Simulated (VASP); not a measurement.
# BaTiO3 (P4/mmm) in VASP: a series of runs

Runs on BaTiO3. Level: r2SCAN. Tasks: single point.

All numbers are computed with VASP 6.6.1; they aren't measurements. Logs are shortened: lines on timing, memory, paths and dates and some standing lists are left out, and cuts for length are marked.

### Step 1. The cell of the first run

The structure is tetragonal, space group P4/mmm (No. 123). Conventional cell: a = 3.994 Å, b = 3.994 Å, c = 4.114 Å, α = 90.00°, β = 90.00°, γ = 90.00°. Ba (site symmetry 4/mmm) has 12 O at 2.82 to 2.87 Å and 8 Ti at 3.49 Å within 3.7 Å. Within 2.6 Å of Ti (site symmetry 4/mmm) lie 6 O at 2.00 to 2.06 Å. Within 2.6 Å of O (site symmetry mmm) lie 2 Ti at 2.00 Å. O (site symmetry 4/mmm) has 2 Ti at 2.06 Å within 2.7 Å.

### Step 2. Single point, r2SCAN (strain +0.0300 x Voigt [0, 0, 1, 0, 0, 0])

POSCAR

```
BaTiO3
1.0
    3.9940382582      0.0000000000      0.0000000000
    0.0000000000      3.9940382582      0.0000000000
    0.0000000000      0.0000000000      4.1138594059
Ba Ti O
1 1 3
Direct
    0.5000000000      0.5000000000      0.5000000000
    0.0000000000      0.0000000000      0.0000000000
    0.5000000000      0.0000000000      0.0000000000
    0.0000000000      0.5000000000      0.0000000000
    0.0000000000      0.0000000000      0.5000000000
```

INCAR.step1

```
  PREC = Accurate
  ENCUT = 520
  ISMEAR = 0
  SIGMA = 0.05
  LREAL = False
  LASPH = True
  NELM = 100
  NBANDS = 28
  GGA = PE
  ALGO = Normal
  EDIFF = 1E-4
  LWAVE = True
  LCHARG = False
```

INCAR.step2

```
  PREC = Accurate
  ENCUT = 520
  EDIFF = 1E-6
  ISMEAR = 0
  SIGMA = 0.05
  LREAL = False
  LASPH = True
  NELM = 100
  ALGO = Normal
  ISIF = 2
  LWAVE = False
  LCHARG = False
  METAGGA = R2SCAN
  LMIXTAU = True
  NBANDS = 28
  ISTART = 1
```

KPOINTS

```
regular mesh
0
Gamma
  8 8 8
```

Potentials or basis: VASP PAW PBE potentials, release 64 (Ba_sv, Ti_sv, O).

Launch:

```bash
$ cat potpaw_PBE.64/Ba_sv/POTCAR potpaw_PBE.64/Ti_sv/POTCAR potpaw_PBE.64/O/POTCAR > POTCAR
$ cp INCAR.step1 INCAR
$ mpirun -np 1 vasp_std > vasp.out
$ cp INCAR.step2 INCAR
$ mpirun -np 1 vasp_std > vasp.out
```

OUTCAR:

```text
PREC = Accurate
   ENCUT = 520
   EDIFF = 1E-6
   ISMEAR = 0
   LREAL = False
   LASPH = True
   NELM = 100
   ISIF = 2
   METAGGA = R2SCAN
   ISTART = 1

 ion  position               nearest neighbor table
   1  0.500  0.500  0.500-   5 2.82   5 2.82   5 2.82   5 2.82   4 2.87   3 2.87   4 2.87   3 2.87
                             4 2.87   3 2.87   4 2.87   3 2.87   2 3.49   2 3.49   2 3.49   2 3.49
   2  0.000  0.000  0.000-   3 2.00   4 2.00   4 2.00   3 2.00   5 2.06   5 2.06   1 3.49   1 3.49
                             1 3.49   1 3.49   1 3.49   1 3.49   1 3.49   1 3.49
   3  0.500  0.000  0.000-   2 2.00   2 2.00   1 2.87   1 2.87   1 2.87   1 2.87
   4  0.000  0.500  0.000-   2 2.00   2 2.00   1 2.87   1 2.87   1 2.87   1 2.87
   5  0.000  0.000  0.500-   2 2.06   2 2.06   1 2.82   1 2.82   1 2.82   1 2.82

  LATTYP: Found a simple tetragonal cell.
 ALAT       =     3.9940382582
 C/A-ratio  =     1.0300000000

  Lattice vectors:

 A1 = (   3.9940382582,   0.0000000000,   0.0000000000)
 A2 = (   0.0000000000,   3.9940382582,   0.0000000000)
 A3 = (   0.0000000000,   0.0000000000,   4.1138594059)

Analysis of symmetry for initial positions (statically):
=====================================================================
 Subroutine PRICEL returns:
 Original cell was already a primitive cell.

 Routine SETGRP: Setting up the symmetry group for a
 simple tetragonal supercell.

 Subroutine GETGRP returns: Found 16 space group operations
 (whereof 16 operations were pure point group operations)
 out of a pool of 16 trial point group operations.

The static configuration has the point symmetry D_4h.

Analysis of symmetry for dynamics (positions and initial velocities):
=====================================================================
 Subroutine PRICEL returns:
 Original cell was already a primitive cell.

 Routine SETGRP: Setting up the symmetry group for a
 simple tetragonal supercell.

 Subroutine GETGRP returns: Found 16 space group operations
 (whereof 16 operations were pure point group operations)
 out of a pool of 16 trial point group operations.

The dynamic configuration has the point symmetry D_4h.

 Subroutine INISYM returns: Found 16 space group operations
 (whereof 16 operations are pure point group operations),
 and found     1 'primitive' translations

[... 100 lines left out ...]
   EDIFF  = 0.1E-05   stopping-criterion for ELM
   LREAL  =      F    real-space projection
   EDIFFG = 0.1E-04   stopping-criterion for IOM
   NSW    =      0    number of steps for IOM
   IBRION =     -1    ionic relax: 0-MD 1-quasi-New 2-CG
   NFREE  =      0    steps in history (QN), initial steepest desc. (CG)
   ISIF   =      2    stress and relaxation
   ISYM   =      2    0-nonsym 1-usesym 2-fastsym
   POTIM  = 0.5000    time-step for ionic-motion
   TEBEG  =    0.0;   TEEND  =   0.0 temperature during run
   PSTRESS=    0.0 pullay stress
   NELECT =      40.0000    total number of electrons
   NUPDOWN=      -1.0000    fix difference up-down
   EMIN   =  10.00;   EMAX   =-10.00  energy-range for DOS
   EFERMI =   0.00;   METHOD = LEGACY
   ISMEAR =     0;   SIGMA  =   0.05  broadening in eV -4-tet -1-fermi 0-gaus
   EFERMI_NEDOS =   21; number of points for ismear=-14 and -15
   IALGO  =     38    algorithm
   IMIX   =      4    mixing-type and parameters
     AMIX     =   0.40;   BMIX     =  1.00
     AMIX_MAG =   1.60;   BMIX_MAG =  1.00
  volume/ion in A,a.u.               =      13.13        88.57
  Fermi-wavevector in a.u.,A,eV,Ry     =   1.388045  2.623025 26.213920  1.926669
  Thomas-Fermi vector in A             =   2.512208
   LORBIT       =      0    0 simple, 1 ext, 2 COOP (PROOUT), +10 PAW based schemes
   METAGGA = R2SCAN    functional components
   LHFCALC =     F    Hartree Fock is set to
   AEXX    =    0.0000 exact exchange contribution
   IVDW    =     0    specifies the selected vdW correction
   LEPSILON=     F    determine dielectric tensor
   LRPA    =     F    only Hartree local field effects (RPA)
 non-spin polarized calculation
 Gauss-broadening in eV      SIGMA  =   0.05
  energy-cutoff  :      520.00
  volume of cell :       65.63
 maximum number of plane-waves:      1795
 NGX is ok and might be reduce to    30
   NGX = 15   NGY = 15   NGZ = 15

 number of electron      39.9999988 magnetization

 Free energy of the ion-electron system (eV)
  ---------------------------------------------------
  ext. energy  EPLUGINS =         0.00000000
  ---------------------------------------------------
  free energy    TOTEN  =       -74.20367527 eV

  energy without entropy =      -74.20367527  energy(sigma->0) =      -74.20367527

 E-fermi :   3.7391     XC(G=0): -11.7873

 val. band max:        3.3930358125   @ k =   0.5000   0.5000   0.5000
 cond. band min:       5.4182941401   @ k =   0.0000   0.0000   0.0000
 fundamental gap:      2.0252583276
 Fermi energy:         3.7390809611

 k-point     1 :       0.0000    0.0000    0.0000
  band No.  band energies     occupation
      1     -55.6320      2.00000
      2     -30.7807      2.00000
      3     -30.7807      2.00000
      4     -30.7710      2.00000
      5     -22.1729      2.00000
      6     -14.4825      2.00000
[... 733 lines left out ...]
     27      11.8508      0.00000
     28      12.6615      0.00000

 [... further k-points ...]

------------------------ aborting loop because EDIFF is reached ----------------------------------------

  FORCE on cell =-STRESS in cart. coord.  units (eV):
  Direction    XX          YY          ZZ          XY          YZ          ZX
  --------------------------------------------------------------------------------------
  -------------------------------------------------------------------------------------
  Total       -0.5348052     -0.5348052     -2.6519999      0.0000000     -0.0000000      0.0000000
  in kB      -13.0566672    -13.0566672    -64.7455913      0.0000000     -0.0000000      0.0000000
  external PRESSURE =     -30.2863086 kB  Pullay stress =       0.0000000 kB

 VOLUME and BASIS-vectors are now :
 -----------------------------------------------------------------------------
  energy-cutoff  :      520.00
  volume of cell :       65.63
      direct lattice vectors                 reciprocal lattice vectors
     3.994038258  0.000000000  0.000000000     0.250373165  0.000000000  0.000000000
     0.000000000  3.994038258  0.000000000     0.000000000  0.250373165  0.000000000
     0.000000000  0.000000000  4.113859406     0.000000000  0.000000000  0.243080743

 POSITION                                       TOTAL-FORCE (eV/Angst)
 -----------------------------------------------------------------------------------
      1.99702      1.99702      2.05693         0.000000      0.000000      0.000000
      0.00000      0.00000      0.00000         0.000000      0.000000      0.000000
      1.99702      0.00000      0.00000         0.000000      0.000000      0.000000
      0.00000      1.99702      0.00000         0.000000      0.000000      0.000000
      0.00000      0.00000      2.05693         0.000000      0.000000      0.000000
 -----------------------------------------------------------------------------------
    total drift:                                0.000000     -0.000000      0.000000

  FREE ENERGIE OF THE ION-ELECTRON SYSTEM (eV)
  ---------------------------------------------------
  free  energy   TOTEN  =       -74.2036752692 eV

  energy  without entropy=      -74.2036752692  energy(sigma->0) =      -74.20367527
```

OUTCAR.step1:

```text
PREC = Accurate
   ENCUT = 520
   ISMEAR = 0
   LREAL = False
   LASPH = True
[... 979 lines left out ...]
      0.00000      0.00000      0.00000         0.000000      0.000000      0.000000
      1.99702      0.00000      0.00000         0.000000      0.000000      0.000000
      0.00000      1.99702      0.00000         0.000000      0.000000      0.000000
      0.00000      0.00000      2.05693         0.000000      0.000000      0.000000
 -----------------------------------------------------------------------------------
    total drift:                                0.000000     -0.000000      0.000000

  FREE ENERGIE OF THE ION-ELECTRON SYSTEM (eV)
  ---------------------------------------------------
  free  energy   TOTEN  =       -39.9655879812 eV

  energy  without entropy=      -39.9655879812  energy(sigma->0) =      -39.96558798
```

Wall time 4.5 min (1 thread of Intel Xeon 6975P-C (Granite Rapids), shared host); peak memory 0.27 GiB.

Results:

```
Free energy            : -74.2037 eV
Pressure               : -3.0 GPa
Band gap on the k mesh : 2.03 eV (least direct gap 2.23 eV)
```

Caveat: the cell differs from its parent crystal (strain +0.0300 x Voigt [0, 0, 1, 0, 0, 0]); the stress differs along the axes, from -6 to -1 GPa; the PAW data sets were made with another functional, which shifts forces and pressure a little; spin-orbit coupling is left out, which moves the levels of the heavy elements.

### Step 3. Single point, r2SCAN (strain +0.0450 x Voigt [0, 0, 1, 0, 0, 0])

Edit POSCAR of step 2 so:

```diff
@@ -4,3 +4,3 @@
     0.0000000000      3.9940382582      0.0000000000
-    0.0000000000      0.0000000000      4.1138594059
+    0.0000000000      0.0000000000      4.1737699798
 Ba Ti O
```

INCAR.step1

```
SYSTEM = BaTiO3
  PREC = Accurate
  ENCUT = 520
  ISMEAR = 0
  SIGMA = 0.05
  LREAL = .FALSE.
  LASPH = .TRUE.
  NELM = 100
  NBANDS = 28
  GGA = PE
  ALGO = Normal
  EDIFF = 1E-4
  LWAVE = .TRUE.
  LCHARG = .FALSE.
```

INCAR.step2

```
SYSTEM = BaTiO3
  PREC = Accurate
  ENCUT = 520
  EDIFF = 1E-6
  ISMEAR = 0
  SIGMA = 0.05
  LREAL = .FALSE.
  LASPH = .TRUE.
  NELM = 100
  ALGO = Normal
  ISIF = 2
  LWAVE = .FALSE.
  LCHARG = .FALSE.
  METAGGA = R2SCAN
  LMIXTAU = .TRUE.
  NBANDS = 28
  ISTART = 1
```

KPOINTS

```
Automatic mesh
0
G
  8 8 8
  0 0 0
```

Potentials or basis: VASP PAW PBE potentials, release 64 (Ba_sv, Ti_sv, O).

Launch:

```bash
$ cat potpaw_PBE.64/Ba_sv/POTCAR potpaw_PBE.64/Ti_sv/POTCAR potpaw_PBE.64/O/POTCAR > POTCAR
$ cp INCAR.step1 INCAR
$ mpirun -np 1 vasp_std > vasp.out
$ cp INCAR.step2 INCAR
$ mpirun -np 1 vasp_std > vasp.out
```

OUTCAR:

```text
SYSTEM = BaTiO3
   PREC = Accurate
   ENCUT = 520
   EDIFF = 1E-6
   ISMEAR = 0
   LREAL = .FALSE.
   LASPH = .TRUE.
   NELM = 100
   ISIF = 2
   METAGGA = R2SCAN
   ISTART = 1

 ion  position               nearest neighbor table
   1  0.500  0.500  0.500-   5 2.82   5 2.82   5 2.82   5 2.82   4 2.89   3 2.89   4 2.89   3 2.89
                             4 2.89   3 2.89   4 2.89   3 2.89   2 3.51   2 3.51   2 3.51   2 3.51
   2  0.000  0.000  0.000-   3 2.00   4 2.00   4 2.00   3 2.00   5 2.09   5 2.09   1 3.51   1 3.51
[... 954 lines left out ...]
  -------------------------------------------------------------------------------------
  Total       -1.1413164     -1.1413164     -4.0709683      0.0000000     -0.0000000      0.0000000
  in kB      -27.4639937    -27.4639937    -97.9614826      0.0000000     -0.0000000      0.0000000
  external PRESSURE =     -50.9631567 kB  Pullay stress =       0.0000000 kB

 VOLUME and BASIS-vectors are now :
 -----------------------------------------------------------------------------
  energy-cutoff  :      520.00
  volume of cell :       66.58
      direct lattice vectors                 reciprocal lattice vectors
     3.994038258  0.000000000  0.000000000     0.250373165  0.000000000  0.000000000
     0.000000000  3.994038258  0.000000000     0.000000000  0.250373165  0.000000000
     0.000000000  0.000000000  4.173769980     0.000000000  0.000000000  0.239591545

 POSITION                                       TOTAL-FORCE (eV/Angst)
 -----------------------------------------------------------------------------------
      1.99702      1.99702      2.08688         0.000000      0.000000      0.000000
      0.00000      0.00000      0.00000         0.000000      0.000000      0.000000
      1.99702      0.00000      0.00000         0.000000      0.000000      0.000000
      0.00000      1.99702      0.00000         0.000000      0.000000      0.000000
      0.00000      0.00000      2.08688         0.000000      0.000000      0.000000
 -----------------------------------------------------------------------------------
    total drift:                                0.000000     -0.000000      0.000000

  FREE ENERGIE OF THE ION-ELECTRON SYSTEM (eV)
  ---------------------------------------------------
  free  energy   TOTEN  =       -74.1561370067 eV

  energy  without entropy=      -74.1561370067  energy(sigma->0) =      -74.15613701
```

Run time: 3.6 min. Hardware: 1 thread of Intel Xeon 6975P-C (Granite Rapids), shared host; peak memory 0.27 GiB.

Results:

| Property | Result |
| --- | --- |
| Free energy | -74.1561 eV |
| Pressure | -5.1 GPa |
| Band gap on the k mesh | 1.97 eV (least direct gap 2.19 eV) |

Levels at points of the mesh, in eV from the valence-band top:
```
           k point  band 18  band 19  band 20  band 21  band 22  band 23
(0.00, 0.00, 0.00)    -0.27    -0.23    -0.23     1.97     1.97     2.04
(0.50, 0.00, 0.00)    -1.82    -0.84    -0.77     2.12     3.71     3.73
(0.50, 0.50, 0.00)    -0.72    -0.72    -0.06     3.72     3.72     4.19
(0.00, 0.00, 0.50)    -1.52    -0.78    -0.78     2.15     3.37     3.37
(0.50, 0.00, 0.50)    -1.10    -1.08    -0.20     3.38     3.74     3.98
(0.50, 0.50, 0.50)    -0.07    -0.07     0.00     4.20     4.20     4.39
```

Caveat: the cell differs from its parent crystal (strain +0.0450 x Voigt [0, 0, 1, 0, 0, 0]); the stress differs along the axes, from -10 to -3 GPa; the PAW data sets were made with another functional, which shifts forces and pressure a little; spin-orbit coupling is left out, which moves the levels of the heavy elements. A k mesh can miss the band edges.

### Step 4. Single point, r2SCAN (strain +0.0525 x Voigt [0, 0, 1, 0, 0, 0])

Edit POSCAR of step 3 so:

```diff
@@ -4,3 +4,3 @@
     0.0000000000      3.9940382582      0.0000000000
-    0.0000000000      0.0000000000      4.1737699798
+    0.0000000000      0.0000000000      4.2037252668
 Ba Ti O
```

INCAR.step1

```
ALGO = Normal
EDIFF = 1E-4
ENCUT = 520
GGA = PE
ISMEAR = 0
LASPH = True
LCHARG = False
LREAL = False
LWAVE = True
NBANDS = 28
NELM = 100
PREC = Accurate
SIGMA = 0.05
```

INCAR.step2

```
ALGO = Normal
EDIFF = 1E-6
ENCUT = 520
ISIF = 2
ISMEAR = 0
ISTART = 1
LASPH = True
LCHARG = False
LMIXTAU = True
LREAL = False
LWAVE = False
METAGGA = R2SCAN
NBANDS = 28
NELM = 100
PREC = Accurate
SIGMA = 0.05
```

KPOINTS

```
k-points
0
Gamma
  8 8 8
```

Launch:

```bash
$ cat potpaw_PBE.64/Ba_sv/POTCAR potpaw_PBE.64/Ti_sv/POTCAR potpaw_PBE.64/O/POTCAR > POTCAR
$ cp INCAR.step1 INCAR
$ mpirun -np 1 vasp_std > vasp.out
$ cp INCAR.step2 INCAR
$ mpirun -np 1 vasp_std > vasp.out
```

Run time: 3.5 min. Hardware: 1 thread of Intel Xeon 6975P-C (Granite Rapids), shared host; peak memory 0.27 GiB.

The run converged. Its results:

* Free energy: -74.1253 eV
* Pressure: -6.0 GPa
* Band gap on the k mesh: 1.94 eV (least direct gap 2.18 eV)

Stress tensor (GPa, compression positive):
```
 -3.42   0.00   0.00
  0.00  -3.42   0.00
  0.00   0.00 -11.27
```

Levels at points of the mesh, in eV from the valence-band top:
```csv
k point,band 16,band 17,band 18,band 19,band 20,band 21,band 22,band 23,band 24,band 25
"(0.00, 0.00, 0.00)",-1.04,-1.04,-0.29,-0.24,-0.24,1.94,1.94,2.03,3.61,3.98
"(0.50, 0.00, 0.00)",-2.01,-1.97,-1.80,-0.86,-0.77,2.09,3.68,3.69,3.71,5.94
"(0.50, 0.50, 0.00)",-2.81,-1.79,-0.69,-0.69,-0.06,3.69,3.69,4.17,4.36,7.95
"(0.00, 0.00, 0.50)",-1.85,-1.47,-1.47,-0.78,-0.78,2.13,3.29,3.29,3.99,5.61
"(0.50, 0.00, 0.50)",-2.35,-1.88,-1.13,-1.11,-0.22,3.30,3.71,3.93,4.79,7.34
"(0.50, 0.50, 0.50)",-2.38,-2.38,-0.07,-0.07,0.00,4.14,4.14,4.36,7.02,7.02
```

Caveat: the cell differs from its parent crystal (strain +0.0525 x Voigt [0, 0, 1, 0, 0, 0]); the stress differs along the axes, from -11 to -3 GPa; the PAW data sets were made with another functional, which shifts forces and pressure a little; spin-orbit coupling is left out, which moves the levels of the heavy elements. A k mesh can miss the band edges.

[end of part 1 of 2]
